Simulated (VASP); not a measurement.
# SiNi (Pmmn) in VASP: single point with PBE0

Aim: the single point of SiNi with PBE0.

Program: VASP 6.6.1. These are calculated values, not measurements. Logs are shortened: lines on timing, memory, paths and dates and some standing lists are left out, and cuts for length are marked.

### Step 1. The cell of the first run

It takes space group Pmmn (No. 59, orthorhombic). Conventional cell: a = 3.034 Å, b = 3.282 Å, c = 4.710 Å, α = 90.00°, β = 90.00°, γ = 90.00°. Within 3.1 Å of Ni (site symmetry mm2) lie 6 Si at 2.35 to 2.40 Å and 6 Ni at 2.67 to 3.03 Å. Within 3.1 Å of Si (site symmetry mm2) lie 6 Ni at 2.35 to 2.40 Å and 6 Si at 2.68 to 3.03 Å.

### Step 2. Single point, PBE0, collinear spin, ferromagnetic start

POSCAR reads:

```
SiNi
1.0
    3.2817285100      0.0000000000      0.0000000000
    0.0000000000      3.0342279400      0.0000000000
    0.0000000000      0.0000000000      4.7095686400
Ni Si
2 2
Direct
    0.2500000000      0.2500000000      0.3442200000
    0.7500000000      0.7500000000      0.6557800000
    0.2500000000      0.2500000000      0.8423000000
    0.7500000000      0.7500000000      0.1577000000
```

INCAR.step1 reads:

```
SYSTEM = SiNi
PREC = Accurate
ENCUT = 520
EDIFF = 1E-5
ISMEAR = 0
SIGMA = 0.0424
LREAL = .FALSE.
LASPH = .TRUE.
NELM = 200
ALGO = Normal
ISIF = 2
LWAVE = .TRUE.
LCHARG = .FALSE.
ISPIN = 2
MAGMOM = 0.17 0.17 0 0
LORBIT = 11
LMAXMIX = 4
NBANDS = 26
GGA = PE
GGA_COMPAT = .FALSE.
```

INCAR.step2 reads:

```
SYSTEM = SiNi
PREC = Accurate
ENCUT = 520
EDIFF = 1E-6
ISMEAR = 0
SIGMA = 0.0424
LREAL = .FALSE.
LASPH = .TRUE.
NELM = 200
ALGO = Normal
ISIF = 2
LWAVE = .FALSE.
LCHARG = .FALSE.
ISPIN = 2
MAGMOM = 0.17 0.17 0 0
LORBIT = 11
LMAXMIX = 4
GGA = PE
LHFCALC = .TRUE.
AEXX = 0.25
PRECFOCK = Normal
NBANDS = 26
ISTART = 1
GGA_COMPAT = .FALSE.
```

KPOINTS reads:

```
Automatic mesh
0
G
  3 4 2
  0 0 0
```

Potentials or basis: VASP PAW PBE potentials, release 64 (Ni, Si).

Command:

```console
cat potpaw_PBE.64/Ni/POTCAR potpaw_PBE.64/Si/POTCAR > POTCAR
cp INCAR.step1 INCAR
mpirun -np 1 vasp_std > vasp.out
cp INCAR.step2 INCAR
mpirun -np 1 vasp_std > vasp.out
```

OUTCAR:

```text
SYSTEM = SiNi
   PREC = Accurate
   ENCUT = 520
   EDIFF = 1E-6
   ISMEAR = 0
   LREAL = .FALSE.
   LASPH = .TRUE.
   NELM = 200
   ISIF = 2
   ISPIN = 2
   LORBIT = 11
   GGA = PE
   LHFCALC = .TRUE.
   AEXX = 0.25
   PRECFOCK = Normal
   ISTART = 1

 ion  position               nearest neighbor table
   1  0.250  0.250  0.344-   3 2.35   3 2.36   4 2.40   4 2.40   4 2.40   4 2.40   2 2.67   2 2.67
                             2 2.67   2 2.67
   2  0.750  0.750  0.656-   4 2.35   4 2.36   3 2.40   3 2.40   3 2.40   3 2.40   1 2.67   1 2.67
                             1 2.67   1 2.67
   3  0.250  0.250  0.842-   1 2.35   1 2.36   2 2.40   2 2.40   2 2.40   2 2.40   4 2.68   4 2.68
                             4 2.68   4 2.68
   4  0.750  0.750  0.158-   2 2.35   2 2.36   1 2.40   1 2.40   1 2.40   1 2.40   3 2.68   3 2.68
                             3 2.68   3 2.68

  LATTYP: Found a simple orthorhombic cell.
 ALAT       =     3.0342279400
 B/A-ratio  =     1.0815695376
 C/A-ratio  =     1.5521472787

  Lattice vectors:

 A1 = (   0.0000000000,  -3.0342279400,   0.0000000000)
 A2 = (   3.2817285100,   0.0000000000,   0.0000000000)
 A3 = (   0.0000000000,   0.0000000000,   4.7095686400)

Analysis of symmetry for initial positions (statically):
=====================================================================
 Subroutine PRICEL returns:
 Original cell was already a primitive cell.

 Routine SETGRP: Setting up the symmetry group for a
 simple orthorhombic supercell.

 Subroutine GETGRP returns: Found  8 space group operations
 (whereof  2 operations were pure point group operations)
 out of a pool of  8 trial point group operations.

The static configuration has the point symmetry S_2 .
 The point group associated with its full space group is D_2h.

Analysis of symmetry for dynamics (positions and initial velocities):
=====================================================================
 Subroutine PRICEL returns:
 Original cell was already a primitive cell.

 Routine SETGRP: Setting up the symmetry group for a
 simple orthorhombic supercell.

 Subroutine GETGRP returns: Found  8 space group operations
 (whereof  2 operations were pure point group operations)
 out of a pool of  8 trial point group operations.

The dynamic configuration has the point symmetry S_2 .
 The point group associated with its full space group is D_2h.

Analysis of structural, dynamic, and magnetic symmetry:
=====================================================================
 Subroutine PRICEL returns:
 Original cell was already a primitive cell.

 Routine SETGRP: Setting up the symmetry group for a
 simple orthorhombic supercell.

 Subroutine GETGRP returns: Found  8 space group operations
 (whereof  2 operations were pure point group operations)
 out of a pool of  8 trial point group operations.

The overall configuration has the point symmetry S_2 .
 The point group associated with its full space group is D_2h.

 Subroutine INISYM returns: Found  8 space group operations
 (whereof  2 operations are pure point group operations),
 and found     1 'primitive' translations

----------------------------------------------------------------------------------------

                                     Primitive cell

  volume of cell :      46.8956

  direct lattice vectors                    reciprocal lattice vectors
     3.281728510  0.000000000  0.000000000     0.304717467  0.000000000  0.000000000
     0.000000000  3.034227940  0.000000000     0.000000000  0.329573130  0.000000000
     0.000000000  0.000000000  4.709568640     0.000000000  0.000000000  0.212333671

  length of vectors
     3.281728510  3.034227940  4.709568640     0.304717467  0.329573130  0.212333671

  position of ions in fractional coordinates (direct lattice)
     0.250000000  0.250000000  0.344220000
     0.750000000  0.750000000  0.655780000
     0.250000000  0.250000000  0.842300000
     0.750000000  0.750000000  0.157700000

  ion indices of the primitive-cell ions
   primitive index   ion index
                 1           1
                 2           2
                 3           3
                 4           4

----------------------------------------------------------------------------------------

[... 39 lines left out ...]
   number of dos      NEDOS =    301   number of ions     NIONS =      4
   total plane-waves  NPLWV =  20736
   dimension x,y,z NGX =    24 NGY =   24 NGZ =   36
   dimension x,y,z NGXF=    48 NGYF=   48 NGZF=   72
   ions per type =               2   2
   NGX,Y,Z   is equivalent  to a cutoff of  12.16, 13.15, 12.71 a.u.
   NGXF,Y,Z  is equivalent  to a cutoff of  24.32, 26.30, 25.42 a.u.
 SYSTEM =  SiNi
   PREC   = accura    normal or accurate (medium, high low for compatibility)
   ISTART =      1    job   : 0-new  1-cont  2-samecut
   ICHARG =      0    charge: 1-file 2-atom 10-const
   ISPIN  =      2    spin polarized calculation?
   LNONCOLLINEAR =      F non collinear calculations
   LSORBIT =      F    spin-orbit coupling
   LASPH  =      T    aspherical Exc in radial PAW
   ENCUT  =  520.0 eV  38.22 Ry    6.18 a.u.   6.10  5.64  8.76*2*pi/ulx,y,z
   NELM   =    200;   NELMIN=  2; NELMDL=  0     # of ELM steps
   EDIFF  = 0.1E-05   stopping-criterion for ELM
   LREAL  =      F    real-space projection
   EDIFFG = 0.1E-04   stopping-criterion for IOM
   NSW    =      0    number of steps for IOM
   IBRION =     -1    ionic relax: 0-MD 1-quasi-New 2-CG
   NFREE  =      0    steps in history (QN), initial steepest desc. (CG)
   ISIF   =      2    stress and relaxation
   ISYM   =      3    0-nonsym 1-usesym 2-fastsym
   POTIM  = 0.5000    time-step for ionic-motion
   TEBEG  =    0.0;   TEEND  =   0.0 temperature during run
   PSTRESS=    0.0 pullay stress
   NELECT =      28.0000    total number of electrons
   NUPDOWN=      -1.0000    fix difference up-down
   EMIN   =  10.00;   EMAX   =-10.00  energy-range for DOS
   EFERMI =   0.00;   METHOD = LEGACY
   ISMEAR =     0;   SIGMA  =   0.04  broadening in eV -4-tet -1-fermi 0-gaus
   EFERMI_NEDOS =   21; number of points for ismear=-14 and -15
   IALGO  =     38    algorithm
   IMIX   =      1    mixing-type and parameters
     AMIX     =   0.40;   BMIX     =  1.00
     AMIX_MAG =   1.60;   BMIX_MAG =  1.00
  volume/ion in A,a.u.               =      11.72        79.12
  Fermi-wavevector in a.u.,A,eV,Ry     =   1.378532  2.605048 25.855837  1.900350
  Thomas-Fermi vector in A             =   2.503585
   LORBIT       =     11    0 simple, 1 ext, 2 COOP (PROOUT), +10 PAW based schemes
   GGA     = PE    functional components
   LHFCALC =     T    Hartree Fock is set to
   PRECFOCK=normal    Normal, Fast or Accurate (Low or Medium for compatibility)
   ENCUT4O =  -1.0   cutoff for four orbital integrals eV
   NKREDX  =     1    reduce k-point grid by
   NKREDY  =     1    reduce k-point grid by
   NKREDZ  =     1    reduce k-point grid by
   AEXX    =    0.2500 exact exchange contribution
   HFSCREEN=    0.0000 screening length (either q_TF or 0.3 A-1)
   HFSCREENC=   0.0000 screening length for correlation (either q_TF or 0.3 A-1)
   ENCUTFOCK=  -1.0 apply spherical cutoff to Coloumb kernel
   IVDW    =     0    specifies the selected vdW correction
   LEPSILON=     F    determine dielectric tensor
   LRPA    =     F    only Hartree local field effects (RPA)
 spin polarized calculation
 Gauss-broadening in eV      SIGMA  =   0.04
  energy-cutoff  :      520.00
  volume of cell :       46.90
 maximum number of plane-waves:      1274
  NGX = 20; NGY = 18; NGZ = 28

 number of electron      28.0000018 magnetization       0.3330691

 Free energy of the ion-electron system (eV)
  ---------------------------------------------------
  ext. energy  EPLUGINS =         0.00000000
  ---------------------------------------------------
  free energy    TOTEN  =       -29.73368441 eV

  energy without entropy =      -29.73368441  energy(sigma->0) =      -29.73368441

 E-fermi :  10.4913     XC(G=0):  -9.7246

 val. band max:       10.2031778990   @ k =   0.3333   0.2500   0.0000
 cond. band min:      11.2493102788   @ k =   0.3333   0.2500   0.5000
 fundamental gap:      1.0461323798
 Fermi energy:        10.4913479208

 spin component 1

 k-point     1 :       0.0000    0.0000    0.0000
  band No.  band energies     occupation
      1      -4.9181      1.00000
      2       1.3243      1.00000
      3       3.3504      1.00000
      4       5.0695      1.00000
      5       5.9156      1.00000
      6       6.3811      1.00000
[... 337 lines left out ...]
     25      24.3579      0.00000
     26      24.3579      0.00000
 Fermi energy:        10.4913479208

 spin component 2

 k-point     1 :       0.0000    0.0000    0.0000
  band No.  band energies     occupation
      1      -4.8837      1.00000
      2       1.3434      1.00000
      3       3.3646      1.00000
      4       5.1605      1.00000
      5       6.2595      1.00000
      6       6.7086      1.00000
[... 337 lines left out ...]
     25      24.3857      0.00000
     26      24.3857      0.00000

------------------------ aborting loop because EDIFF is reached ----------------------------------------

  FORCE on cell =-STRESS in cart. coord.  units (eV):
  Direction    XX          YY          ZZ          XY          YZ          ZX
  --------------------------------------------------------------------------------------
  -------------------------------------------------------------------------------------
  Total       -1.9747695     -2.6721811     -1.7042305     -0.0000000      0.0000000      0.0000000
  in kB      -67.4675598    -91.2944728    -58.2246563     -0.0000000      0.0000000      0.0000000
  external PRESSURE =     -72.3288963 kB  Pullay stress =       0.0000000 kB

 VOLUME and BASIS-vectors are now :
 -----------------------------------------------------------------------------
  energy-cutoff  :      520.00
  volume of cell :       46.90
      direct lattice vectors                 reciprocal lattice vectors
     3.281728510  0.000000000  0.000000000     0.304717467  0.000000000  0.000000000
     0.000000000  3.034227940  0.000000000     0.000000000  0.329573130  0.000000000
     0.000000000  0.000000000  4.709568640     0.000000000  0.000000000  0.212333671

 POSITION                                       TOTAL-FORCE (eV/Angst)
 -----------------------------------------------------------------------------------
      0.82043      0.75856      1.62113         0.000000      0.000000     -0.107649
      2.46130      2.27567      3.08844        -0.000000     -0.000000      0.107649
      0.82043      0.75856      3.96687         0.000000      0.000000     -0.173688
      2.46130      2.27567      0.74270        -0.000000      0.000000      0.173688
 -----------------------------------------------------------------------------------
    total drift:                                0.000000     -0.000001     -0.000000

  FREE ENERGIE OF THE ION-ELECTRON SYSTEM (eV)
  ---------------------------------------------------
  free  energy   TOTEN  =       -29.7336844103 eV

  energy  without entropy=      -29.7336844103  energy(sigma->0) =      -29.73368441

 total charge

# of ion       s       p       d       tot
------------------------------------------
    1        0.455   0.584   8.563   9.602
    2        0.455   0.584   8.563   9.602
    3        0.767   0.841   0.000   1.607
    4        0.767   0.841   0.000   1.607
--------------------------------------------------
tot          2.444   2.850  17.125  22.419

 magnetization (x)

# of ion       s       p       d       tot
------------------------------------------
    1       -0.002  -0.005   0.159   0.151
    2       -0.002  -0.005   0.159   0.151
    3        0.015  -0.000   0.000   0.015
    4        0.015  -0.000   0.000   0.015
--------------------------------------------------
tot          0.026  -0.011   0.318   0.333
```

Wall time 15 min (1 thread of Intel Xeon Platinum 8375C at 2.90GHz (Ice Lake), shared host); peak memory 0.2 GiB.

Results:

- Free energy: -29.7337 eV
- Pressure: -7.2 GPa
- Largest force: 0.174 eV/Å
- Net moment: 0.33 μB per cell
- Site moments: Ni +0.15; Si +0.01 μB
- Valence electrons inside the program's atomic spheres: Ni 9.60; Si 1.61

Forces on the atoms (eV/Å):
```
Ni   0.000  0.000 -0.108
Ni   0.000  0.000  0.108
Si   0.000  0.000 -0.174
Si   0.000  0.000  0.174
```

Caveat: the k points lie up to 0.67 Å⁻¹ apart; the PAW data sets were made with another functional, which shifts forces and pressure a little.
